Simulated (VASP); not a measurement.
A run of VASP 6.6.1 is set up as follows.

The input INCAR:

```
SYSTEM = TePb
PREC = Accurate ; ENCUT = 600
EDIFF = 1E-6 ; ISMEAR = -1
SIGMA = 0.08 ; LREAL = .False.
LASPH = .True. ; NELM = 100
ALGO = Normal ; ISIF = 3
LWAVE = .False. ; LCHARG = .False.
GGA = PE ; IBRION = 2
NSW = 60 ; EDIFFG = -0.005
PSTRESS = 540.0
```

KPOINTS

```
regular mesh
0
Gamma
  10 10 5
  0 0 0
```

Contents of POSCAR:

```
TePb
1.0
    4.0557808452      0.0000000000      0.0000000000
   -2.0278904226      3.5124092441      0.0000000000
    0.0000000000      0.0000000000      6.6109227777
Pb Te
2 2
Direct
    0.3333333333      0.6666666667      0.0000000000
    0.6666666667      0.3333333333      0.5000000000
    0.3333333333      0.6666666667      0.3760000000
    0.6666666667      0.3333333333      0.8760000000
```

Potentials or basis: VASP PAW PBE potentials, release 64 (Pb_d, Te).

Launch:

```console
$ cat potpaw_PBE.64/Pb_d/POTCAR potpaw_PBE.64/Te/POTCAR > POTCAR
$ mpirun -np 1 vasp_std > vasp.out
```

**Question.** Estimate the relaxed volume.

**Answer.** 24.91 Å³/atom.

**Question.** Estimate the band gap on the k mesh.

**Answer.** Zero (bands 20 and 21 overlap by 0.55 eV).

**Question.** Predict the space group after relaxing (to 0.1 Å).

**Answer.** P6_3/mmc (No. 194).

Final structure:
```
Pb Te
1.0
     4.56645    0.00000    0.00000
    -2.28323    3.95466    0.00000
     0.00000    0.00000    5.51834
Pb Te
2 2
Direct
  0.33333 0.66667 0.93805
  0.66667 0.33333 0.43805
  0.33333 0.66667 0.43795
  0.66667 0.33333 0.93795
```

Caveat: the cell is relaxed towards a set pressure, so the run minimises the enthalpy, not the energy; semilocal functionals underestimate gaps, and a narrow one can read as zero; a cell axis changed by over 15 % at a fixed basis, so the end point is rough; spin-orbit coupling is left out, which moves the levels of the heavy elements.
